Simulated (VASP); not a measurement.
Input of a VASP 6.6.1 run:

The input INCAR:

```
SYSTEM = PbS
AGGAC = 1.0
AGGAX = 1.0
ALDAC = 0.0
ALDAX = 1.0
ALGO = Normal
EDIFF = 1E-6
ENCUT = 520
GGA = B5
ISIF = 2
ISMEAR = -1
LASPH = .True.
LCHARG = .True.
LELF = .True.
LREAL = .False.
LVHAR = .True.
LWAVE = .False.
NBANDS = 28
NELM = 100
PREC = Accurate
SIGMA = 0.02
```

KPOINTS

```
k-points
0
Gamma
  4 4 2
  0 0 0
```

The input POSCAR:

```
PbS
1.0
    2.0569418400     -3.5658292700      0.0000000000
    2.0569418400      3.5658292700      0.0000000000
    0.0000000000      0.0000000000      7.5599447400
Pb S
2 2
Direct
    0.0010316600      0.9989683400      0.4867318100
    0.9989683400      0.0010316600      0.9867318100
    0.6671454800      0.3328545200      0.6924681900
    0.3328545200      0.6671454800      0.1924681900
```

Potentials or basis: VASP PAW PBE potentials, release 64 (Pb_d, S).

Run with:

```console
$ cat potpaw_PBE.64/Pb_d/POTCAR potpaw_PBE.64/S/POTCAR > POTCAR
$ mpirun -np 1 vasp_std > vasp.out
```

Predict the band gap on the k mesh.

0.68 eV, indirect (least direct gap 1.14 eV).

Predict the largest force.

0.061 eV/Å.

Predict the pressure.

4.3 GPa.

Forces in eV/Å, atoms in the order of the input:
```
Pb   0.000  0.008 -0.060
Pb   0.000 -0.008 -0.060
S    0.000 -0.003  0.060
S    0.000  0.003  0.060
```

Caveat: the k points lie up to 0.44 Å⁻¹ apart; the PAW data sets were made with another functional, which shifts forces and pressure a little; spin-orbit coupling is left out, which moves the levels of the heavy elements. A k mesh can miss the band edges.
